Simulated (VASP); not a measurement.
A run of VASP 6.6.1 is set up as follows.

File INCAR:

```
SYSTEM = Ba9S8
ALGO = Normal
EDIFF = 1E-7
ENCUT = 520
GGA = PE
ISIF = 2
ISMEAR = 0
LASPH = .True.
LCHARG = .True.
LELF = .True.
LREAL = Auto
LVHAR = .True.
LWAVE = .False.
NBANDS = 83
NELM = 60
PREC = Accurate
SIGMA = 0.02
```

Contents of KPOINTS:

```
k-points
0
Gamma
  2 2 2
  0 0 0
```

File POSCAR:

```
Ba9S8
1.0
    6.4285179485      0.0000000000      6.4285179485
    0.0000000000     -6.4285179485      6.4285179485
    6.4285179485     -6.4285179485      0.0000000000
Ba S
9 8
Direct
   -0.0115474516      0.5386411032      0.4887656883
   -0.0115511072     -0.0160936783      0.4887581438
    0.5014264603      0.5020441766      0.4942604229
    0.5732290132     -0.0139475383      0.4544358472
   -0.0060517837      0.5020432432      1.0017441114
   -0.0458777594     -0.0139344715      1.0735286197
    0.4974698718      0.4997133127      0.9977828562
    0.4974644274      0.0048205512      0.9977764784
    0.1572556860      1.0924662661      0.6575566925
    0.7466088667      0.7360904236      0.2469205986
    0.7466152445      0.2701455474      0.2469324209
    0.2565926568      0.7529282081      0.2373236743
    0.2520118187      0.2425814958      0.2625898401
    0.7370246981      0.7529224525      0.7569054857
    0.7622791193      0.2425848403      0.7523143030
    0.2548781093      0.7152775394      0.7551923381
    0.2548450534      0.2744508165      0.7551684601
```

Potentials or basis: VASP PAW PBE potentials, release 64 (Ba_sv, S).

The run is started by

```bash
$ cat potpaw_PBE.64/Ba_sv/POTCAR potpaw_PBE.64/S/POTCAR > POTCAR
$ mpirun -np 1 vasp_std > vasp.out
```

**Question.** Predict the largest force.

**Answer.** 0.521 eV/Å.

**Question.** Predict the pressure.

**Answer.** 4.4 GPa.

**Question.** Estimate the band gap on the k mesh.

**Answer.** Zero (bands 69 and 70 overlap by 0.64 eV).

Stress tensor (GPa, compression positive):
```
2.87 0.00 0.00
0.00 5.10 0.34
0.00 0.34 5.10
```

Caveat: the k points lie up to 0.42 Å⁻¹ apart, too coarse for converged energies and pressures of a metal; spin-orbit coupling is left out, which moves the levels of the heavy elements.
